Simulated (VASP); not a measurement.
EuO, 2 atoms in the cell. It takes space group Fm-3m (No. 225, cubic). The conventional cell has a = 5.144 Å, b = 5.144 Å, c = 5.144 Å, α = 90.00°, β = 90.00°, γ = 90.00°. Within 3.4 Å of Eu (site symmetry m-3m) lie 6 O at 2.57 Å. O (site symmetry m-3m) has 6 Eu at 2.57 Å within 3.4 Å. 

* Program: VASP 6.6.1
* Task: relaxation of cell and atoms
* Functional: PBE
* Potentials or basis: VASP PAW PBE potentials, release 64 (Eu, O)
* Cutoff: 600 eV
* k mesh: 14 × 14 × 14
* Occupations: gaussian, width 0.1 eV
* Spin: collinear spin, ferromagnetic start
* Starting moments: [7.28, 0.0] μB
* Dipole correction: no
* Further INCAR settings: ALGO = Normal; EDIFF = 1e-06; IBRION = 2; EDIFFG = -0.005; NSW = 100; ISIF = 3

Potentials or basis: VASP PAW PBE potentials, release 64 (Eu, O).

Command:

```sh
$ cat potpaw_PBE.64/Eu/POTCAR potpaw_PBE.64/O/POTCAR > POTCAR
$ mpirun -np 1 vasp_std > vasp.out
```

Hardware: 1 × NVIDIA H100 80GB with 1 thread of AMD EPYC 7R13 Processor (Zen 3), on a shared host.

**Question.** Estimate the wall time of this run.

**Answer.** Run time: 55 min on 1 × NVIDIA H100 80GB with 1 thread of AMD EPYC 7R13 Processor (Zen 3) (shared host), peak memory 1.4 GiB. Counts: scf iterations 95, k points 104, ion steps 7.
